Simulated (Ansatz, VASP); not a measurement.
**Two plane-wave programs on BeCd2S3**

```
Be Cd S
1.0
     1.74445  -12.03042    0.00000
     1.74445   12.03042    0.00000
     0.00000    0.00000    3.53571
Be Cd S
1 2 3
Direct
  0.00000 0.00000 0.00000
  0.14450 0.85550 0.50000
  0.85550 0.14450 0.50000
  0.50000 0.50000 0.50000
  0.33925 0.66075 0.00000
  0.66075 0.33925 0.00000
```

Change from the starting cell: species swapped into the TlAg3Te2 type (Cmmm, No. 65).

Alike in both runs: functional PBE; k mesh 6 × 6 × 6; occupations gaussian, width 0.1 eV; no spin polarisation.

Ansatz relaxed the structure, and its values are those at the end. VASP's run is a single point on that final structure, the one shown.

|  | VASP | Ansatz |
| --- | --- | --- |
| version | VASP 6.6.1 | Ansatz 0.2.0 |
| potentials or method | VASP PAW PBE potentials, release 64 (Be, Cd, S), cutoff 520 eV | scalar-relativistic, plane waves, PAW |
| valence electrons in the cell | 44 | 60 |

Ansatz gave:

| Quantity | Value |
| --- | --- |
| gap on the k mesh at the Fermi level (eV) | none |
| pressure (GPa) | 0.1 |
| rms of the force components (eV/Å) | 0.002 |

Question: Estimate VASP's values.

Answer: gap on the k mesh at the Fermi level (eV): none; pressure (GPa): 0.4; rms of the force components (eV/Å): 0.013.

A gap of «none» marks a metal or a gap that the smearing closes. VASP's potentials hold 44 valence electrons a cell and Ansatz's 60, so a difference there can come from the potentials and not from the codes.
